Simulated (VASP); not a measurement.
# EuS (Fm-3m) in VASP: notebook

Runs on EuS. Level: PBE+U. Tasks: single point.

Program: VASP 6.6.1. These are calculated values, not measurements. Logs are shortened: lines on timing, memory, paths and dates and some standing lists are left out, and cuts for length are marked.

**1. The cell of the first run**

It takes space group Fm-3m (No. 225, cubic). The conventional cell has a = 5.794 Å, b = 5.794 Å, c = 5.794 Å, α = 90.00°, β = 90.00°, γ = 90.00°. Eu (site symmetry m-3m) has 6 S at 2.90 Å within 3.8 Å. Within 3.8 Å of S (site symmetry m-3m) lie 6 Eu at 2.90 Å.

**2. Single point, PBE+U, collinear spin, ferromagnetic start**

INCAR

```
SYSTEM = EuS
  PREC = Accurate
  ENCUT = 600
  EDIFF = 1E-6
  ISMEAR = -1
  SIGMA = 0.1
  LREAL = .False.
  LASPH = .True.
  NELM = 200
  ALGO = Normal
  ISIF = 2
  LWAVE = .False.
  LCHARG = .False.
  ISPIN = 2
  MAGMOM = 4.9 0
  LORBIT = 11
  LMAXMIX = 6
  LDAU = .True.
  LDAUTYPE = 2
  LDAUL = 3 -1
  LDAUU = 5 0
  LDAUJ = 0 0
  LDAUPRINT = 1
  GGA = PE
  NBANDS = 22
  GGA_COMPAT = .False.
```

KPOINTS

```
regular mesh
0
Gamma
  7 7 7
  0 0 0
```

POSCAR

```
EuS
1.0
    0.0000000000      2.8968558189      2.8968558189
    2.8968558189      0.0000000000      2.8968558189
    2.8968558189      2.8968558189      0.0000000000
Eu S
1 1
Direct
    0.0000000000      0.0000000000      0.0000000000
    0.5000000000      0.5000000000      0.5000000000
```

Potentials or basis: VASP PAW PBE potentials, release 64 (Eu, S).

Run with:

```console
$ cat potpaw_PBE.64/Eu/POTCAR potpaw_PBE.64/S/POTCAR > POTCAR
$ mpirun -np 1 vasp_std > vasp.out
```

OUTCAR:

```text
SYSTEM = EuS
   PREC = Accurate
   ENCUT = 600
   EDIFF = 1E-6
   ISMEAR = -1
   LREAL = .False.
   LASPH = .True.
   NELM = 200
   ISIF = 2
   ISPIN = 2
   LORBIT = 11
   GGA = PE

 ion  position               nearest neighbor table
   1  0.000  0.000  0.000-   2 2.90   2 2.90   2 2.90   2 2.90   2 2.90   2 2.90
   2  0.500  0.500  0.500-   1 2.90   1 2.90   1 2.90   1 2.90   1 2.90   1 2.90

  LATTYP: Found a face centered cubic cell.
 ALAT       =     5.7937116378

  Lattice vectors:

 A1 = (   0.0000000000,   2.8968558189,   2.8968558189)
 A2 = (   2.8968558189,   0.0000000000,   2.8968558189)
 A3 = (   2.8968558189,   2.8968558189,   0.0000000000)

Analysis of symmetry for initial positions (statically):
=====================================================================
 Subroutine PRICEL returns:
 Original cell was already a primitive cell.

 Routine SETGRP: Setting up the symmetry group for a
 face centered cubic supercell.

 Subroutine GETGRP returns: Found 48 space group operations
 (whereof 48 operations were pure point group operations)
 out of a pool of 48 trial point group operations.

The static configuration has the point symmetry O_h .

Analysis of symmetry for dynamics (positions and initial velocities):
=====================================================================
 Subroutine PRICEL returns:
 Original cell was already a primitive cell.

 Routine SETGRP: Setting up the symmetry group for a
 face centered cubic supercell.

 Subroutine GETGRP returns: Found 48 space group operations
 (whereof 48 operations were pure point group operations)
 out of a pool of 48 trial point group operations.

The dynamic configuration has the point symmetry O_h .

Analysis of structural, dynamic, and magnetic symmetry:
=====================================================================
 Subroutine PRICEL returns:
[... 182 lines left out ...]
  o =  0.9704  v = -0.0000  1.0000  0.0000  0.0000  0.0000 -0.0000  0.0000  0.0000  0.0000  0.0000  0.0000  0.0000  0.0000  0.0000      0.0000  0.0000  0.0000  0.0000  0.0000  0.0000  0.0000  0.0000  0.0000  0.0000  0.0000  0.0000  0.0000  0.0000
  o =  0.9709  v = -0.0054 -0.0000  0.0070 -0.0000 -0.3432 -0.9008 -0.2658  0.0000  0.0000  0.0000  0.0000  0.0000  0.0000  0.0000      0.0000  0.0000  0.0000  0.0000  0.0000  0.0000  0.0000  0.0000  0.0000  0.0000  0.0000  0.0000  0.0000  0.0000
  o =  0.9709  v = -0.6123 -0.0000  0.7905 -0.0000  0.0052  0.0066  0.0040  0.0000  0.0000  0.0000  0.0000  0.0000  0.0000  0.0000      0.0000  0.0000  0.0000  0.0000  0.0000  0.0000  0.0000  0.0000  0.0000  0.0000  0.0000  0.0000  0.0000  0.0000
  o =  0.9709  v = -0.0019  0.0000  0.0024 -0.0000 -0.7122  0.4341 -0.5517  0.0000  0.0000  0.0000  0.0000  0.0000  0.0000  0.0000      0.0000  0.0000  0.0000  0.0000  0.0000  0.0000  0.0000  0.0000  0.0000  0.0000  0.0000  0.0000  0.0000  0.0000

 number of electron      23.0000001 magnetization       6.9987310

 Free energy of the ion-electron system (eV)
  ---------------------------------------------------
  ext. energy  EPLUGINS =         0.00000000
  ---------------------------------------------------
  free energy    TOTEN  =       -19.16367669 eV

  energy without entropy =      -19.15324536  energy(sigma->0) =      -19.15846102

 E-fermi :   4.2166     XC(G=0):  -9.9730

 val. band max:        4.1384171707   @ k =   0.0000   0.0000   0.0000
 cond. band min:       4.5404542018   @ k =   0.4286   0.4286   0.0000
 fundamental gap:      0.4020370312
 Fermi energy:         4.2165835867

 spin component 1

 k-point     1 :       0.0000    0.0000    0.0000
  band No.  band energies     occupation
      1     -35.8706      1.00000
      2     -14.7118      1.00000
      3     -14.7118      1.00000
      4     -14.7118      1.00000
      5      -8.8909      1.00000
      6       1.7654      1.00000
[... 489 lines left out ...]
     21      12.2539      0.00000
     22      13.4447      0.00000
 Fermi energy:         4.2165835867

 spin component 2

 k-point     1 :       0.0000    0.0000    0.0000
  band No.  band energies     occupation
      1     -32.7567      1.00000
      2     -12.4461      1.00000
      3     -12.4461      1.00000
      4     -12.4461      1.00000
      5      -8.8813      1.00000
      6       2.2361      1.00000
[... 489 lines left out ...]
     21      13.3671      0.00000
     22      14.8148      0.00000

------------------------ aborting loop because EDIFF is reached ----------------------------------------

  FORCE on cell =-STRESS in cart. coord.  units (eV):
  Direction    XX          YY          ZZ          XY          YZ          ZX
  --------------------------------------------------------------------------------------
  -------------------------------------------------------------------------------------
  Total        1.6500580      1.6500580      1.6500580     -0.0000000     -0.0000000      0.0000000
  in kB       54.3749841     54.3749841     54.3749841     -0.0000000     -0.0000000      0.0000000
  external PRESSURE =      54.3749841 kB  Pullay stress =       0.0000000 kB

 VOLUME and BASIS-vectors are now :
 -----------------------------------------------------------------------------
  energy-cutoff  :      600.00
  volume of cell :       48.62
      direct lattice vectors                 reciprocal lattice vectors
     0.000000000  2.896855819  2.896855819    -0.172600927  0.172600927  0.172600927
     2.896855819  0.000000000  2.896855819     0.172600927 -0.172600927  0.172600927
     2.896855819  2.896855819  0.000000000     0.172600927  0.172600927 -0.172600927

 POSITION                                       TOTAL-FORCE (eV/Angst)
 -----------------------------------------------------------------------------------
      0.00000      0.00000      0.00000         0.000000     -0.000000      0.000000
      2.89686      2.89686      2.89686        -0.000000      0.000000     -0.000000
 -----------------------------------------------------------------------------------
    total drift:                               -0.000000      0.000000      0.000000

  FREE ENERGIE OF THE ION-ELECTRON SYSTEM (eV)
  ---------------------------------------------------
  free  energy   TOTEN  =       -19.1636766892 eV

  energy  without entropy=      -19.1532453563  energy(sigma->0) =      -19.15846102

 total charge

# of ion       s       p       d       f       tot
--------------------------------------------------
    1        2.033   5.790   0.303   6.778  14.904
    2        1.319   2.475   0.000   0.000   3.793
--------------------------------------------------
tot          3.351   8.265   0.303   6.778  18.697

 magnetization (x)

# of ion       s       p       d       f       tot
--------------------------------------------------
    1       -0.015  -0.115   0.065   6.753   6.688
    2       -0.008  -0.065   0.000   0.000  -0.073
--------------------------------------------------
tot         -0.023  -0.180   0.065   6.753   6.615
```

Wall time 45 s (1 thread of Intel Xeon Platinum 8488C (Sapphire Rapids), shared host); peak memory 0.26 GiB.

What came out:

| Item | Value |
| --- | --- |
| Free energy | -19.1637 eV |
| Pressure | 5.4 GPa |
| Band gap on the k mesh | zero (filled and empty bands overlap) |
| Net moment | 7.00 μB per cell |
| Site moments | Eu +6.69; S -0.07 μB |
| Valence electrons inside the program's atomic spheres | Eu 14.90; S 3.79 |

Eigenvalues of the final occupation matrices:
```csv
site,spin,trace,eigenvalues
site 1 f,1,6.77,0.96 0.96 0.96 0.97 0.97 0.97 0.97
site 1 f,2,0.01,0.00 0.00 0.00 0.00 0.00 0.00 0.00
```

Caveat: spin-orbit coupling is left out, which moves the levels of the heavy elements; a cell with one magnetic atom can't hold antiferromagnetic order, which such compounds often take. The state reached can hang on the start; a lower one may exist.

**3. Single point, PBE+U, collinear spin, ferromagnetic start**

This run uses another cell than the first one, of 25.01 Å³/atom, 1.029 times its volume.

INCAR

```
SYSTEM = EuS
PREC     = Accurate       ! precision mode
ENCUT    = 600            ! plane-wave cutoff, eV
EDIFF    = 1E-6           ! SCF threshold, eV
ISMEAR   = -1             ! smearing method
SIGMA    = 0.1            ! smearing width, eV
LREAL    = .False.        ! projectors in reciprocal space
LASPH    = .True.         ! aspherical terms in the spheres
NELM     = 200            ! most SCF steps
ALGO     = Normal         ! electronic algorithm
ISIF     = 2              ! what is computed and relaxed
LWAVE    = .False.        ! write WAVECAR
LCHARG   = .False.        ! write CHGCAR
ISPIN    = 2              ! spin polarisation
MAGMOM   = 4.9 0          ! initial moments
LORBIT   = 11             ! projections on sites
LMAXMIX  = 6              ! l up to which the mixer works
LDAU     = .True.         ! DFT+U
LDAUTYPE = 2            
LDAUL    = 3 -1           ! shell
LDAUU    = 5 0            ! U, eV
LDAUJ    = 0 0          
LDAUPRINT= 1            
GGA      = PE             ! functional
NBANDS   = 22             ! bands
GGA_COMPAT= .False.
```

KPOINTS

```
Automatic mesh
0
Gamma
  7 7 7
  0 0 0
```

POSCAR

```
EuS
1.0
    0.0000000000      2.9245786117      2.9245786117
    2.9245786117      0.0000000000      2.9245786117
    2.9245786117      2.9245786117      0.0000000000
Eu S
1 1
Direct
    0.0000000000      0.0000000000      0.0000000000
    0.5000000000      0.5000000000      0.5000000000
```

Potentials or basis: VASP PAW PBE potentials, release 64 (Eu, S).

Run with:

```console
$ cat potpaw_PBE.64/Eu/POTCAR potpaw_PBE.64/S/POTCAR > POTCAR
$ mpirun -np 1 vasp_std > vasp.out
```

OUTCAR:

```text
SYSTEM = EuS
   PREC = Accurate
   ENCUT = 600
   EDIFF = 1E-6
   ISMEAR = -1
   LREAL = .False.
   LASPH = .True.
   NELM = 200
   ISIF = 2
   ISPIN = 2
   LORBIT = 11
   GGA = PE

 ion  position               nearest neighbor table
   1  0.000  0.000  0.000-   2 2.92   2 2.92   2 2.92   2 2.92   2 2.92   2 2.92
   2  0.500  0.500  0.500-   1 2.92   1 2.92   1 2.92   1 2.92   1 2.92   1 2.92

  LATTYP: Found a face centered cubic cell.
 ALAT       =     5.8491572234

  Lattice vectors:

 A1 = (   0.0000000000,   2.9245786117,   2.9245786117)
 A2 = (   2.9245786117,   0.0000000000,   2.9245786117)
 A3 = (   2.9245786117,   2.9245786117,   0.0000000000)

Analysis of symmetry for initial positions (statically):
=====================================================================
 Subroutine PRICEL returns:
[... 740 lines left out ...]
      2     -12.6676      1.00000
      3     -12.6676      1.00000
      4     -12.6676      1.00000
      5      -8.9845      1.00000
      6       2.0561      1.00000
[... 489 lines left out ...]
     21      13.0720      0.00000
     22      14.3910      0.00000

------------------------ aborting loop because EDIFF is reached ----------------------------------------

  FORCE on cell =-STRESS in cart. coord.  units (eV):
  Direction    XX          YY          ZZ          XY          YZ          ZX
  --------------------------------------------------------------------------------------
  -------------------------------------------------------------------------------------
  Total        1.1101452      1.1101452      1.1101452      0.0000000     -0.0000000      0.0000000
  in kB       35.5525264     35.5525264     35.5525264      0.0000000     -0.0000000      0.0000000
  external PRESSURE =      35.5525264 kB  Pullay stress =       0.0000000 kB

 VOLUME and BASIS-vectors are now :
 -----------------------------------------------------------------------------
  energy-cutoff  :      600.00
  volume of cell :       50.03
      direct lattice vectors                 reciprocal lattice vectors
     0.000000000  2.924578612  2.924578612    -0.170964801  0.170964801  0.170964801
     2.924578612  0.000000000  2.924578612     0.170964801 -0.170964801  0.170964801
     2.924578612  2.924578612  0.000000000     0.170964801  0.170964801 -0.170964801

 POSITION                                       TOTAL-FORCE (eV/Angst)
 -----------------------------------------------------------------------------------
      0.00000      0.00000      0.00000        -0.000000     -0.000000     -0.000000
      2.92458      2.92458      2.92458         0.000000      0.000000      0.000000
 -----------------------------------------------------------------------------------
    total drift:                                0.000000      0.000000      0.000000

  FREE ENERGIE OF THE ION-ELECTRON SYSTEM (eV)
  ---------------------------------------------------
  free  energy   TOTEN  =       -19.2027378585 eV

  energy  without entropy=      -19.1931124148  energy(sigma->0) =      -19.19792514

 total charge

# of ion       s       p       d       f       tot
--------------------------------------------------
    1        2.031   5.788   0.284   6.788  14.891
    2        1.318   2.466   0.000   0.000   3.783
--------------------------------------------------
tot          3.349   8.254   0.284   6.788  18.675

 magnetization (x)

# of ion       s       p       d       f       tot
--------------------------------------------------
    1       -0.015  -0.116   0.060   6.765   6.694
    2       -0.007  -0.063   0.000   0.000  -0.070
--------------------------------------------------
tot         -0.022  -0.179   0.060   6.765   6.624
```

It took 49 s on 1 thread of Intel Xeon Platinum 8488C (Sapphire Rapids), shared host; peak memory 0.26 GiB.

What came out:

- Free energy: -19.2027 eV
- Pressure: 3.6 GPa
- Band gap on the k mesh: zero (filled and empty bands overlap)
- Net moment: 7.00 μB per cell
- Site moments: Eu +6.69; S -0.07 μB
- Valence electrons inside the program's atomic spheres: Eu 14.89; S 3.78

Levels at points of the mesh, in eV from the Fermi level:
Spin up:
| k point | band 12 | band 13 | band 14 | band 15 | band 16 | band 17 | band 18 | band 19 |
| --- | --- | --- | --- | --- | --- | --- | --- | --- |
| (0.00, 0.00, 0.00) | -0.69 | -0.12 | -0.12 | -0.12 | 1.81 | 1.81 | 1.81 | 1.85 |
Spin down:
```
           k point  band 6  band 7  band 8  band 9  band 10  band 11
(0.00, 0.00, 0.00)   -1.97   -1.97   -1.97    2.35     2.49     2.49
```

Eigenvalues of the final occupation matrices:
```tsv
site	spin	trace	eigenvalues
site 1 f	1	6.78	0.97 0.97 0.97 0.97 0.97 0.97 0.97
site 1 f	2	0.01	0.00 0.00 0.00 0.00 0.00 0.00 0.00
```

Caveat: spin-orbit coupling is left out, which moves the levels of the heavy elements; a cell with one magnetic atom can't hold antiferromagnetic order, which such compounds often take.
